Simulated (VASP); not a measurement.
A run of VASP 6.6.1 is set up as follows.

The input INCAR:

```
PREC = Accurate
ENCUT = 520
EDIFF = 1E-6
ISMEAR = 0
SIGMA = 0.15
LREAL = F
LASPH = T
NELM = 60
ALGO = Fast
ISIF = 2
LWAVE = F
LCHARG = F
NBANDS = 16
```

File KPOINTS:

```
regular mesh
0
Gamma
  14 14 14
```

Contents of POSCAR:

```
Al2Cu
1.0
   -2.1450084207      2.1450084207      2.8351068677
    2.1450084207     -2.1450084207      2.8351068677
    2.1450084207      2.1450084207     -2.8351068677
Al Cu
2 1
Direct
    0.7500000000      0.2500000000      0.5000000000
    0.2500000000      0.7500000000      0.5000000000
    0.5000000000      0.5000000000      0.0000000000
```

Potentials or basis: VASP PAW LDA potentials, release 64 (Al, Cu).

The run is started by

```bash
$ cat potpaw_LDA.64/Al/POTCAR potpaw_LDA.64/Cu/POTCAR > POTCAR
$ mpirun -np 1 vasp_std > vasp.out
```

Q: Estimate the band gap on the k mesh.

A: Zero (an odd number of electrons rules out a gap without spin polarisation).

Q: What does it give for the pressure?

A: -10.4 GPa.

Stress tensor (GPa, compression positive):
```
-12.18   0.00   0.00
  0.00 -12.18   0.00
  0.00   0.00  -6.90
```

Caveat: the stress differs along the axes, from -12 to -7 GPa.
